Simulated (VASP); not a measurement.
Crystal: CsPbCl3.

```xyz
5
Lattice="5.6771 0.0000 0.0000 0.0000 5.6771 0.0000 0.0000 0.0000 5.6771" Properties=species:S:1:pos:R:3 pbc="T T T"
Cs    0.0000    0.0000    0.0000
Pb    2.8385    2.8385    2.8385
Cl    2.8385    2.8385    0.0000
Cl    2.8385    0.0000    2.8385
Cl    0.0000    2.8385    2.8385
```

Base run:

```yaml
Program: VASP 6.6.1
Functional: PBE
Potentials_or_basis: VASP PAW PBE potentials, release 64 (Cs_sv, Pb_d, Cl)
Cutoff: 520 eV
k_mesh: 4 × 4 × 4
Occupations: gaussian, width 0.01 eV
Spin: no spin polarisation
```

Its results: band gap on the k mesh 2.10 eV; pressure 0.7 GPa.

Problem. The run is repeated on the same cell with these changes: functional from PBE to r2SCAN. What comes out?

Solution. Band gap on the k mesh 2.48 eV; pressure 0.0 GPa.

Caveats: spin-orbit coupling is left out, which moves the levels of the heavy elements; the PAW data sets were made with another functional, which shifts forces and pressure a little (at least some runs).

A k mesh can miss the band edges.
